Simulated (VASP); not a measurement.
Crystal: CrO2.

```
Cr O
1.0
     0.00000    2.38307    2.38307
     2.38307    0.00000    2.38307
     2.38307    2.38307    0.00000
Cr O
1 2
Direct
  0.00000 0.00000 0.00000
  0.25000 0.25000 0.25000
  0.75000 0.75000 0.75000
```

| Quantity | Value |
| --- | --- |
| Program | VASP 6.6.1 |
| Task | relaxation of cell and atoms |
| Functional | PBE |
| Potentials or basis | VASP PAW PBE potentials, release 64 (Cr_pv, O) |
| Cutoff | 600 eV |
| k mesh | 7 × 7 × 7 |
| Occupations | fermi-dirac, width 0.05 eV |
| Spin | collinear spin, ferromagnetic start |
| Starting moments | [3.0, 0.0, 0.0] μB |

At the start: pressure -8.2 GPa; volume 9.02 Å³/atom.

Task: How do energy, volume and symmetry change on relaxing?

Result: Over 3 steps the energy falls by 8.3 meV/atom and the volume is 8.71 Å³/atom (-3.4 %); space group Fm-3m (No. 225, to 0.1 Å) before and after; moment 2.00 μB per cell.

The path:
| step | energy change (eV) | largest force (eV/Å) | pressure (GPa) | volume (Å³) |
| --- | --- | --- | --- | --- |
| 1 | 0.0000 | 0.0000 | -8.20 | 27.07 |
| 2 | -0.0023 | 0.0000 | 8.90 | 25.30 |
| 3 | -0.0248 | 0.0000 | -0.03 | 26.14 |

Final structure:
```
Cr O
1.0
     0.00000    2.35546    2.35546
     2.35546    0.00000    2.35546
     2.35546    2.35546    0.00000
Cr O
1 2
Cartesian
  0.0000 0.0000 0.0000
  1.1777 1.1777 1.1777
  3.5332 3.5332 3.5332
```

Caveat: an empty level that is flat over the whole mesh can mark a ghost state of the potentials, or a narrow d or f band; a cell with one magnetic atom can't hold antiferromagnetic order, which such compounds often take.
